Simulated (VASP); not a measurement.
Set up this calculation in VASP 6.6.1, as the native input.

* Task: single point
* Functional: PBEsol
* Potentials or basis: VASP PAW PBE potentials, release 64 (Ti_sv)
* Cutoff: 520 eV
* k mesh: 14 × 14 × 14
* Occupations: gaussian, width 0.15 eV
* Spin: no spin polarisation
* Dipole correction: no
* Further INCAR settings: ALGO = Fast; EDIFF = 1e-06; NBANDS = 19

The structure of Ti lies in POSCAR:

```
Ti
1.0
    0.0000000000     -3.2099008398      0.0000000000
   -3.2099008398      0.0000000000      0.0000000000
    0.0000000000      0.0000000000     -3.2099008398
Ti
2
Direct
    0.5343935858      0.5458581144      0.5000000000
   -0.0343935858     -0.0458581144      0.0000000000
```

This cell differs from its parent crystal: atoms displaced along several vibrational modes.

One way to write it, as run:

INCAR

```
SYSTEM = Ti
PREC     = Accurate       ! precision mode
ENCUT    = 520            ! plane-wave cutoff, eV
EDIFF    = 1E-6           ! SCF threshold, eV
ISMEAR   = 0              ! smearing method
SIGMA    = 0.15           ! smearing width, eV
LREAL    = .False.        ! projectors in reciprocal space
LASPH    = .True.         ! aspherical terms in the spheres
NELM     = 60             ! most SCF steps
ALGO     = Fast           ! electronic algorithm
ISIF     = 2              ! what is computed and relaxed
LWAVE    = .False.        ! write WAVECAR
LCHARG   = .True.         ! write CHGCAR
GGA      = PS             ! functional
LELF     = .True.         ! ELF
LVHAR    = .True.       
NBANDS   = 19             ! bands
```

KPOINTS

```
Automatic mesh
0
Gamma
  14 14 14
  0 0 0
```

Potentials or basis: VASP PAW PBE potentials, release 64 (Ti_sv).

The run is started by

```sh
$ cat potpaw_PBE.64/Ti_sv/POTCAR > POTCAR
$ mpirun -np 1 vasp_std > vasp.out
```

It gave:

```json
{"Pressure": "2.7 GPa", "Largest force": "2.103 eV/Å", "Band gap on the k mesh": "zero (bands 12 and 13 overlap by 1.39 eV)"}
```

Caveat: the cell differs from its parent crystal (atoms displaced along several vibrational modes); the PAW data sets were made with another functional, which shifts forces and pressure a little.

Run time: 22 min on 1 thread of Intel Xeon 8259CL, on a shared host, peak memory 0.48 GiB.
